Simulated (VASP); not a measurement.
Write the native input for VASP 6.6.1 that does the following.

* Task: single point
* Functional: BLYP
* Potentials or basis: VASP PAW PBE potentials, release 64 (Hf_pv, O)
* Cutoff: 520 eV
* k mesh: 5 × 5 × 5
* Occupations: fermi-dirac, width 0.05 eV
* Spin: no spin polarisation
* Dipole correction: no
* Further INCAR settings: ALGO = Normal; EDIFF = 1e-06; NBANDS = 56

The structure of HfO2 lies in POSCAR:

```
HfO2
1.0
    5.0836499717      0.0000000000      0.0000000000
    0.0000000000      5.1508955956      0.0000000000
   -0.8529000468      0.0000000000      5.1788736893
Hf O
4 8
Direct
    0.2755000000      0.4603000000      0.7080000000
    0.7245000000      0.9603000000      0.7920000000
    0.7245000000      0.5397000000      0.2920000000
    0.2755000000      0.0397000000      0.2080000000
    0.0742000000      0.1684000000      0.8467000000
    0.9258000000      0.6684000000      0.6533000000
    0.9258000000      0.8316000000      0.1533000000
    0.0742000000      0.3316000000      0.3467000000
    0.4487000000      0.7419000000      0.9801000000
    0.5513000000      0.2419000000      0.5199000000
    0.5513000000      0.2581000000      0.0199000000
    0.4487000000      0.7581000000      0.4801000000
```

The input as run:

INCAR

```
  AGGAC = 1.0
  AGGAX = 1.0
  ALDAC = 0.0
  ALDAX = 1.0
  ALGO = Normal
  EDIFF = 1E-6
  ENCUT = 520
  GGA = B5
  ISIF = 2
  ISMEAR = -1
  LASPH = T
  LCHARG = F
  LREAL = F
  LWAVE = F
  NBANDS = 56
  NELM = 60
  PREC = Accurate
  SIGMA = 0.05
```

KPOINTS

```
k-points
0
Gamma
  5 5 5
```

Potentials or basis: VASP PAW PBE potentials, release 64 (Hf_pv, O).

Command:

```bash
$ cat potpaw_PBE.64/Hf_pv/POTCAR potpaw_PBE.64/O/POTCAR > POTCAR
$ mpirun -np 1 vasp_std > vasp.out
```

Results of the run:

```json
{
 "Pressure": "15.2 GPa",
 "Largest force": "0.565 eV/Å",
 "Band gap on the k mesh": "4.28 eV (least direct gap 4.34 eV)"
}
```

Caveat: the cell stands under pressure; the PAW data sets were made with another functional, which shifts forces and pressure a little; spin-orbit coupling is left out, which moves the levels of the heavy elements; an odd mesh through Γ misses points on the zone boundary, where band edges can lie.

Wall time 3 min on 1 thread of AMD EPYC 9R45 96-Core Processor (Zen 5), on a shared host, peak memory 0.34 GiB.
